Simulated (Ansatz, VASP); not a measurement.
## GeW: VASP beside Ansatz

Contents of INCAR:

```
ALGO = Normal ; EDIFF = 1E-6
ENCUT = 520 ; GGA = RP
ISIF = 2 ; ISMEAR = -1
LASPH = True ; LCHARG = False
LREAL = False ; LWAVE = False
NBANDS = 21 ; NELM = 80
PREC = Accurate ; SIGMA = 0.05
```

KPOINTS

```
k-points
0
Gamma
  9 9 9
```

File POSCAR:

```
GeW
1.0
    0.0000000000      2.5776100000      2.5776100000
    2.5776100000      0.0000000000      2.5776100000
    2.5776100000      2.5776100000      0.0000000000
Ge W
1 1
Direct
    0.5000000000      0.5000000000      0.5000000000
    0.0000000000      0.0000000000      0.0000000000
```

The input input.yaml:

```yaml
crystal:
  lattice:
    - [0.0, 2.57761, 2.57761]
    - [2.57761, 0.0, 2.57761]
    - [2.57761, 2.57761, 0.0]
  atoms:
    - { symbol: Ge, position: [0.5, 0.5, 0.5] }
    - { symbol: W, position: [0.0, 0.0, 0.0] }
hamiltonian:
  xc: rpbe
  pseudopotentials: { kind: paw }
kpoints:
  mp_grid: { grid: [9, 9, 9] }
  band_path:
    path:
      - [[0.0, 0.0, 0.0], [0.5, 0.0, 0.5], [0.5, 0.25, 0.75], [0.375, 0.375, 0.75], [0.0, 0.0, 0.0], [0.5, 0.5, 0.5], [0.625, 0.25, 0.625], [0.5, 0.25, 0.75], [0.5, 0.5, 0.5], [0.375, 0.375, 0.75]]
      - [[0.625, 0.25, 0.625], [0.5, 0.0, 0.5]]
    npoints: 14
scf:
  occupations: { method: fermi_dirac, width: 0.05 }
  n_extra_bands: 6
output:
  forces: true
  stress: true
  eigenvalues: true
  fatbands: false
  write_density: true
  write_potential: true
  elf: true
  volumetric_format: npy
```

Alike in both runs: functional RPBE; k mesh 9 × 9 × 9; occupations fermi-dirac, width 0.05 eV; no spin polarisation.

```csv
,VASP,Ansatz
version,VASP 6.6.1,Ansatz 0.2.0
potentials or method,"VASP PAW PBE potentials, release 64 (Ge_d, W_sv)",Ansatz PAW
plane-wave cutoff (eV),520,420
valence electrons in the cell,28,28
task,single point,band structure
```

```csv
,VASP,Ansatz,Ansatz less VASP
gap on the k mesh at the Fermi level (eV),none,none,-
pressure (GPa),3.3,3.0,-0.25
```

VASP's potentials were made for PBE, not for RPBE. A gap of «none» marks a metal or a gap that the smearing closes. With one functional, cell and mesh, what is left measures potentials, basis and numerics.

Spin-orbit coupling is off throughout.
